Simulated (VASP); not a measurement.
# Ca (P6_3/mmc) in VASP: notebook

The runs below take Ca through single point, with revPBE.

Program: VASP 6.6.1. These are calculated values, not measurements. Logs are shortened: lines on timing, memory, paths and dates and some standing lists are left out, and cuts for length are marked.

**1. The cell of the first run**

The structure is hexagonal, space group P6_3/mmc (No. 194). Conventional cell: a = 3.795 Å, b = 3.795 Å, c = 12.438 Å, α = 90.00°, β = 90.00°, γ = 120.00°. Within 5.0 Å of Ca (site symmetry -3m) lie 12 Ca at 3.80 Å. Ca (site symmetry -6m2) has 12 Ca at 3.80 Å within 5.0 Å.

**2. Single point, revPBE (volume scaled by 0.88)**

File INCAR:

```
SYSTEM = Ca
PREC = Accurate
ENCUT = 520
EDIFF = 1E-6
ISMEAR = -1
SIGMA = 0.1
LREAL = .False.
LASPH = .True.
NELM = 100
ALGO = Normal
ISIF = 2
LWAVE = .False.
LCHARG = .True.
GGA = RE
LELF = .True.
LVHAR = .True.
NBANDS = 28
```

File KPOINTS:

```
Automatic mesh
0
Gamma
  10 10 3
  0 0 0
```

File POSCAR:

```
Ca
1.0
    3.7951167361      0.0000000000      0.0000000000
   -1.8975583680      3.2866675038      0.0000000000
    0.0000000000      0.0000000000     12.4376447275
Ca
4
Direct
    0.0000000000      0.0000000000      0.0000000000
    0.0000000000      0.0000000000      0.5000000000
    0.3333333333      0.6666666667      0.2500000000
    0.6666666667      0.3333333333      0.7500000000
```

Potentials or basis: VASP PAW PBE potentials, release 64 (Ca_sv).

Run with:

```console
> cat potpaw_PBE.64/Ca_sv/POTCAR > POTCAR
> mpirun -np 1 vasp_std > vasp.out
```

OUTCAR:

```text
SYSTEM = Ca
   PREC = Accurate
   ENCUT = 520
   EDIFF = 1E-6
   ISMEAR = -1
   LREAL = .False.
   LASPH = .True.
   NELM = 100
   ISIF = 2
   GGA = RE

 ion  position               nearest neighbor table
   1  0.000  0.000  0.000-
   2  0.000  0.000  0.500-
   3  0.333  0.667  0.250-
   4  0.667  0.333  0.750-

  LATTYP: Found a hexagonal cell.
 ALAT       =     3.7951167361
 C/A-ratio  =     3.2772759291

  Lattice vectors:

 A1 = (   3.7951167361,   0.0000000000,   0.0000000000)
 A2 = (  -1.8975583680,   3.2866675038,   0.0000000000)
 A3 = (   0.0000000000,   0.0000000000,  12.4376447275)

Analysis of symmetry for initial positions (statically):
=====================================================================
 Subroutine PRICEL returns:
 Original cell was already a primitive cell.

 Routine SETGRP: Setting up the symmetry group for a
 hexagonal supercell.

 Subroutine GETGRP returns: Found 24 space group operations
 (whereof 12 operations were pure point group operations)
 out of a pool of 24 trial point group operations.

The static configuration has the point symmetry D_3d.
 The point group associated with its full space group is D_6h.

Analysis of symmetry for dynamics (positions and initial velocities):
=====================================================================
 Subroutine PRICEL returns:
 Original cell was already a primitive cell.

 Routine SETGRP: Setting up the symmetry group for a
 hexagonal supercell.

 Subroutine GETGRP returns: Found 24 space group operations
 (whereof 12 operations were pure point group operations)
 out of a pool of 24 trial point group operations.

The dynamic configuration has the point symmetry D_3d.
 The point group associated with its full space group is D_6h.

 Subroutine INISYM returns: Found 24 space group operations
 (whereof 12 operations are pure point group operations),
 and found     1 'primitive' translations

----------------------------------------------------------------------------------------

                                     Primitive cell

  volume of cell :     155.1383

  direct lattice vectors                    reciprocal lattice vectors
     3.795116736  0.000000000  0.000000000     0.263496506  0.152129779  0.000000000
    -1.897558368  3.286667504  0.000000000     0.000000000  0.304259557  0.000000000
     0.000000000  0.000000000 12.437644728     0.000000000  0.000000000  0.080401074

  length of vectors
     3.795116736  3.795116736 12.437644728     0.304259557  0.304259557  0.080401074

  position of ions in fractional coordinates (direct lattice)
     0.000000000  0.000000000  0.000000000
     0.000000000  0.000000000  0.500000000
     0.333333333  0.666666667  0.250000000
     0.666666667  0.333333333  0.750000000

  ion indices of the primitive-cell ions
   primitive index   ion index
                 1           1
                 2           2
                 3           3
                 4           4

----------------------------------------------------------------------------------------

 KPOINTS: Automatic mesh

Automatic generation of k-mesh.
 Grid dimensions read from file:
 generate k-points for:   10   10    3

 Generating k-lattice:

  Cartesian coordinates                     Fractional coordinates (reciprocal lattice)
     0.026349651  0.015212978  0.000000000     0.100000000 -0.000000000  0.000000000
     0.000000000  0.030425956  0.000000000     0.000000000  0.100000000  0.000000000
     0.000000000  0.000000000  0.026800358     0.000000000  0.000000000  0.333333333

  Length of vectors
     0.030425956  0.030425956  0.026800358

  Shift w.r.t. Gamma in fractional coordinates (k-lattice)
     0.000000000  0.000000000  0.000000000

 Subroutine IBZKPT returns following result:
 ===========================================

 Found     28 irreducible k-points:

 Following reciprocal coordinates:
            Coordinates               Weight
  0.000000  0.000000  0.000000      1.000000
  0.100000  0.000000  0.000000      6.000000
  0.200000  0.000000  0.000000      6.000000
  0.300000 -0.000000  0.000000      6.000000
  0.400000  0.000000  0.000000      6.000000
  0.500000 -0.000000  0.000000      3.000000
[... 16 lines left out ...]
  0.300000  0.100000  0.333333     24.000000
  0.400000  0.100000  0.333333     24.000000
 [... further k-points ...]
   k-points           NKPTS =     28   k-points in BZ     NKDIM =     28   number of bands    NBANDS=     28
   number of dos      NEDOS =    301   number of ions     NIONS =      4
   total plane-waves  NPLWV =  75264
   dimension x,y,z NGX =    28 NGY =   28 NGZ =   96
   dimension x,y,z NGXF=    56 NGYF=   56 NGZF=  192
   ions per type =               4
   NGX,Y,Z   is equivalent  to a cutoff of  12.27, 12.27, 12.83 a.u.
   NGXF,Y,Z  is equivalent  to a cutoff of  24.53, 24.53, 25.66 a.u.
 SYSTEM =  Ca
   PREC   = accura    normal or accurate (medium, high low for compatibility)
   ISTART =      0    job   : 0-new  1-cont  2-samecut
   ICHARG =      2    charge: 1-file 2-atom 10-const
   ISPIN  =      1    spin polarized calculation?
   LNONCOLLINEAR =      F non collinear calculations
   LSORBIT =      F    spin-orbit coupling
   LASPH  =      T    aspherical Exc in radial PAW
   ENCUT  =  520.0 eV  38.22 Ry    6.18 a.u.   7.06  7.06 23.13*2*pi/ulx,y,z
   NELM   =    100;   NELMIN=  2; NELMDL= -5     # of ELM steps
   EDIFF  = 0.1E-05   stopping-criterion for ELM
   LREAL  =      F    real-space projection
   EDIFFG = 0.1E-04   stopping-criterion for IOM
   NSW    =      0    number of steps for IOM
   IBRION =     -1    ionic relax: 0-MD 1-quasi-New 2-CG
   NFREE  =      0    steps in history (QN), initial steepest desc. (CG)
   ISIF   =      2    stress and relaxation
   ISYM   =      2    0-nonsym 1-usesym 2-fastsym
   POTIM  = 0.5000    time-step for ionic-motion
   TEBEG  =    0.0;   TEEND  =   0.0 temperature during run
   PSTRESS=    0.0 pullay stress
   NELECT =      40.0000    total number of electrons
   NUPDOWN=      -1.0000    fix difference up-down
   EMIN   =  10.00;   EMAX   =-10.00  energy-range for DOS
   EFERMI =   0.00;   METHOD = LEGACY
   ISMEAR =    -1;   SIGMA  =   0.10  broadening in eV -4-tet -1-fermi 0-gaus
   EFERMI_NEDOS =   21; number of points for ismear=-14 and -15
   IALGO  =     38    algorithm
   IMIX   =      4    mixing-type and parameters
     AMIX     =   0.40;   BMIX     =  1.00
     AMIX_MAG =   1.60;   BMIX_MAG =  1.00
  volume/ion in A,a.u.               =      38.78       261.73
  Fermi-wavevector in a.u.,A,eV,Ry     =   1.041970  1.969037 14.771860  1.085701
  Thomas-Fermi vector in A             =   2.176614
   LORBIT       =      0    0 simple, 1 ext, 2 COOP (PROOUT), +10 PAW based schemes
   GGA     = RE    functional components
   LHFCALC =     F    Hartree Fock is set to
   AEXX    =    0.0000 exact exchange contribution
   IVDW    =     0    specifies the selected vdW correction
   LEPSILON=     F    determine dielectric tensor
   LRPA    =     F    only Hartree local field effects (RPA)
 non-spin polarized calculation
  energy-cutoff  :      520.00
  volume of cell :      155.14
 maximum number of plane-waves:      4192
   NGX = 15   NGY = 15   NGZ = 47

 number of electron      40.0000004 magnetization

 Free energy of the ion-electron system (eV)
  ---------------------------------------------------
  ext. energy  EPLUGINS =         0.00000000
  ---------------------------------------------------
  free energy    TOTEN  =        -6.97500790 eV

  energy without entropy =       -6.81095560  energy(sigma->0) =       -6.89298175

 E-fermi :   2.4181     XC(G=0):  -7.9003

 val. band max:        2.4166805975   @ k =   0.3000   0.3000   0.3333
 cond. band min:       2.4260712936   @ k =   0.3000   0.2000   0.3333
 fundamental gap:      0.0093906962
 Fermi energy:         2.4180745292

 k-point     1 :       0.0000    0.0000    0.0000
  band No.  band energies     occupation
      1     -39.5054      2.00000
      2     -39.4981      2.00000
      3     -39.4923      2.00000
      4     -39.4850      2.00000
      5     -20.5459      2.00000
      6     -20.4566      2.00000
[... 20 lines left out ...]
     27       4.8351      0.00000
     28       4.8691      0.00000

 k-point     2 :       0.1000    0.0000    0.0000
  band No.  band energies     occupation
      1     -39.5037      2.00000
      2     -39.4969      2.00000
      3     -39.4910      2.00000
      4     -39.4841      2.00000
      5     -20.5399      2.00000
      6     -20.4585      2.00000
[... 20 lines left out ...]
     27       4.8873      0.00000
     28       4.9370      0.00000

 k-point     3 :       0.2000    0.0000    0.0000
  band No.  band energies     occupation
      1     -39.4992      2.00000
      2     -39.4935      2.00000
      3     -39.4877      2.00000
      4     -39.4819      2.00000
      5     -20.5236      2.00000
      6     -20.4714      2.00000
[... 20 lines left out ...]
     27       4.8515      0.00000
     28       5.1403      0.00000

 k-point     4 :       0.3000   -0.0000    0.0000
  band No.  band energies     occupation
      1     -39.4934      2.00000
      2     -39.4894      2.00000
      3     -39.4835      2.00000
      4     -39.4795      2.00000
      5     -20.5106      2.00000
      6     -20.5043      2.00000
[... 20 lines left out ...]
     27       4.6152      0.00000
     28       4.7152      0.00000

 k-point     5 :       0.4000    0.0000    0.0000
  band No.  band energies     occupation
      1     -39.4883      2.00000
      2     -39.4860      2.00000
      3     -39.4802      2.00000
      4     -39.4779      2.00000
      5     -20.5375      2.00000
      6     -20.5372      2.00000
[... 20 lines left out ...]
     27       4.1814      0.00000
     28       4.6427      0.00000

 k-point     6 :       0.5000   -0.0000    0.0000
  band No.  band energies     occupation
      1     -39.4861      2.00000
      2     -39.4847      2.00000
      3     -39.4789      2.00000
      4     -39.4774      2.00000
      5     -20.5508      2.00000
      6     -20.5493      2.00000
[... 463 lines left out ...]
      5     -20.5200      2.00000
      6     -20.4963      2.00000
[... 20 lines left out ...]
     27       4.8258      0.00000
     28       4.9293      0.00000

 k-point    22 :       0.2000    0.1000    0.3333
  band No.  band energies     occupation
      1     -39.4946      2.00000
      2     -39.4924      2.00000
      3     -39.4833      2.00000
      4     -39.4811      2.00000
      5     -20.5078      2.00000
      6     -20.5003      2.00000
[... 20 lines left out ...]
     27       4.6499      0.00000
     28       4.7363      0.00000

 k-point    23 :       0.3000    0.1000    0.3333
  band No.  band energies     occupation
      1     -39.4893      2.00000
      2     -39.4880      2.00000
      3     -39.4803      2.00000
      4     -39.4789      2.00000
      5     -20.5216      2.00000
      6     -20.5137      2.00000
[... 20 lines left out ...]
     27       4.3349      0.00000
     28       4.5326      0.00000

 k-point    24 :       0.4000    0.1000    0.3333
  band No.  band energies     occupation
      1     -39.4858      2.00000
      2     -39.4851      2.00000
      3     -39.4785      2.00000
      4     -39.4778      2.00000
      5     -20.5395      2.00000
      6     -20.5374      2.00000
[... 20 lines left out ...]
     27       4.1663      0.00000
     28       4.4569      0.00000

 [... further k-points ...]
[... 5 lines left out ...]
  --------------------------------------------------------------------------------------
  -------------------------------------------------------------------------------------
  Total        2.4440151      2.4440151      2.6451817      0.0000000     -0.0000000      0.0000000
  in kB       25.2403523     25.2403523     27.3178828      0.0000000     -0.0000000      0.0000000
  external PRESSURE =      25.9328625 kB  Pullay stress =       0.0000000 kB

 VOLUME and BASIS-vectors are now :
 -----------------------------------------------------------------------------
  energy-cutoff  :      520.00
  volume of cell :      155.14
      direct lattice vectors                 reciprocal lattice vectors
     3.795116736  0.000000000  0.000000000     0.263496506  0.152129779  0.000000000
    -1.897558368  3.286667504  0.000000000     0.000000000  0.304259557  0.000000000
     0.000000000  0.000000000 12.437644728     0.000000000  0.000000000  0.080401074

 POSITION                                       TOTAL-FORCE (eV/Angst)
 -----------------------------------------------------------------------------------
      0.00000      0.00000      0.00000         0.000000      0.000000     -0.000000
      0.00000      0.00000      6.21882         0.000000      0.000000     -0.000000
     -0.00000      2.19111      3.10941        -0.000000      0.000000     -0.000000
      1.89756      1.09556      9.32823         0.000000     -0.000000      0.000000
 -----------------------------------------------------------------------------------
    total drift:                                0.000000     -0.000000      0.000000

  FREE ENERGIE OF THE ION-ELECTRON SYSTEM (eV)
  ---------------------------------------------------
  free  energy   TOTEN  =        -6.9750078978 eV

  energy  without entropy=       -6.8109556033  energy(sigma->0) =       -6.89298175
```

It took 2.5 min on 1 thread of Oxide Virtual Turin-like, shared host; peak memory 0.26 GiB.

What came out:

| Item | Value |
| --- | --- |
| Free energy | -6.9750 eV |
| Pressure | 2.6 GPa |
| Band gap on the k mesh | zero (band 20 reaches 2.59 eV, above the bottom of band 21 at 2.27 eV) |

Stress tensor (GPa, compression positive):
```
2.52 0.00 0.00
0.00 2.52 0.00
0.00 0.00 2.73
```

Caveat: the PAW data sets were made with another functional, which shifts forces and pressure a little.

**3. Single point, revPBE (volume scaled by 0.92)**

File INCAR:

```
ALGO = Normal ; EDIFF = 1E-6
ENCUT = 520 ; GGA = RE
ISIF = 2 ; ISMEAR = -1
LASPH = True ; LCHARG = True
LELF = True ; LREAL = False
LVHAR = True ; LWAVE = False
NBANDS = 28 ; NELM = 80
PREC = Accurate ; SIGMA = 0.1
```

File KPOINTS:

```
k-points
0
Gamma
  10 10 3
```

File POSCAR:

```
Ca
1.0
    3.8517686217      0.0000000000      0.0000000000
   -1.9258843108      3.3357294759      0.0000000000
    0.0000000000      0.0000000000     12.6233085884
Ca
4
Direct
    0.0000000000      0.0000000000      0.0000000000
    0.0000000000      0.0000000000      0.5000000000
    0.3333333333      0.6666666667      0.2500000000
    0.6666666667      0.3333333333      0.7500000000
```

Potentials or basis: VASP PAW PBE potentials, release 64 (Ca_sv).

Run with:

```console
> cat potpaw_PBE.64/Ca_sv/POTCAR > POTCAR
> mpirun -np 1 vasp_std > vasp.out
```

Run time: 3.7 min. Hardware: 1 thread of Oxide Virtual Turin-like, shared host; peak memory 0.28 GiB.

It converged, with:

* Free energy: -7.0676 eV
* Pressure: 1.6 GPa
* Band gap on the k mesh: zero (band 20 reaches 2.40 eV, above the bottom of band 21 at 2.04 eV)

Stress tensor (GPa, compression positive):
```
1.53 0.00 0.00
0.00 1.53 0.00
0.00 0.00 1.67
```

Levels at points of the mesh, in eV from the Fermi level:
```tsv
k point	band 16	band 17	band 18	band 19	band 20	band 21	band 22	band 23	band 24	band 25
(0.00, 0.00, 0.00)	-22.89	-4.12	-3.07	-3.07	-1.02	-0.19	1.44	1.45	2.31	2.31
(0.50, 0.00, 0.00)	-22.92	-1.06	-0.82	-0.69	-0.58	-0.02	0.11	0.46	0.46	1.26
```

Caveat: the PAW data sets were made with another functional, which shifts forces and pressure a little.

**4. Single point, revPBE (volume scaled by 0.96)**

File INCAR:

```
SYSTEM = Ca
ALGO = Normal
EDIFF = 1E-6
ENCUT = 520
GGA = RE
ISIF = 2
ISMEAR = -1
LASPH = .True.
LCHARG = .True.
LELF = .True.
LREAL = .False.
LVHAR = .True.
LWAVE = .False.
NBANDS = 28
NELM = 60
PREC = Accurate
SIGMA = 0.1
```

File KPOINTS:

```
k-points
0
Gamma
  10 10 3
  0 0 0
```

File POSCAR:

```
Ca
1.0
    3.9068013229      0.0000000000      0.0000000000
   -1.9534006614      3.3833891932      0.0000000000
    0.0000000000      0.0000000000     12.8036659355
Ca
4
Direct
    0.0000000000      0.0000000000      0.0000000000
    0.0000000000      0.0000000000      0.5000000000
    0.3333333333      0.6666666667      0.2500000000
    0.6666666667      0.3333333333      0.7500000000
```

Run with:

```console
> cat potpaw_PBE.64/Ca_sv/POTCAR > POTCAR
> mpirun -np 1 vasp_std > vasp.out
```

Run time: 2.9 min. Hardware: 1 thread of Oxide Virtual Turin-like, shared host; peak memory 0.29 GiB.

It converged, with:

- Free energy: -7.1192 eV
- Pressure: 0.7 GPa
- Band gap on the k mesh: zero (band 20 reaches 2.22 eV, above the bottom of band 21 at 1.84 eV)

Stress tensor (GPa, compression positive):
```
0.69 0.00 0.00
0.00 0.69 0.00
0.00 0.00 0.79
```

Levels at points of the mesh, in eV from the Fermi level:
| k point | band 18 | band 19 | band 20 | band 21 | band 22 | band 23 |
| --- | --- | --- | --- | --- | --- | --- |
| (0.00, 0.00, 0.00) | -3.03 | -3.03 | -1.00 | -0.22 | 1.41 | 1.43 |
| (0.50, 0.00, 0.00) | -0.82 | -0.66 | -0.56 | -0.03 | 0.08 | 0.47 |

Caveat: the PAW data sets were made with another functional, which shifts forces and pressure a little.

(Continued in part 2 of 2.)
